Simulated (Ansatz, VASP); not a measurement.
Se: VASP beside Ansatz

```
Se
1.0
     3.87538    2.23745    6.50682
    -3.87538    2.23745    6.50682
     0.00000   -4.47490    6.50682
Se
12
Cartesian
  -1.9014 1.0978 4.3901
  0.0000 -2.1955 4.3901
  1.9014 1.0978 4.3901
  1.9014 -1.0978 15.1303
  -1.9014 -1.0978 15.1303
  0.0000 2.1955 15.1303
  -1.2550 0.7246 7.6735
  0.0000 -1.4492 7.6735
  1.2550 0.7246 7.6735
  1.2550 -0.7246 11.8469
  -1.2550 -0.7246 11.8469
  0.0000 1.4492 11.8469
```

Alike in both runs: functional PBE; k mesh 3 × 3 × 3; occupations gaussian, width 0.1 eV; no spin polarisation.

Ansatz relaxed the structure, and its values are those at the end. VASP's run is a single point on that final structure, the one shown.

```csv
,VASP,Ansatz
version,VASP 6.6.1,Ansatz 0.2.0
potentials or method,"VASP PAW PBE potentials, release 64 (Se), cutoff 520 eV","scalar-relativistic, plane waves, PAW"
valence electrons in the cell,72,192
```

|  | VASP | Ansatz | Ansatz less VASP |
| --- | --- | --- | --- |
| gap on the k mesh at the Fermi level (eV) | none | none | - |
| pressure (GPa) | 0.1 | 0.0 | -0.06 |
| rms of the force components (eV/Å) | 0.012 | 0.010 | -0.0026 |

A gap of «none» marks a metal or a gap that the smearing closes. VASP's potentials hold 72 valence electrons a cell and Ansatz's 192, so a difference there can come from the potentials and not from the codes.
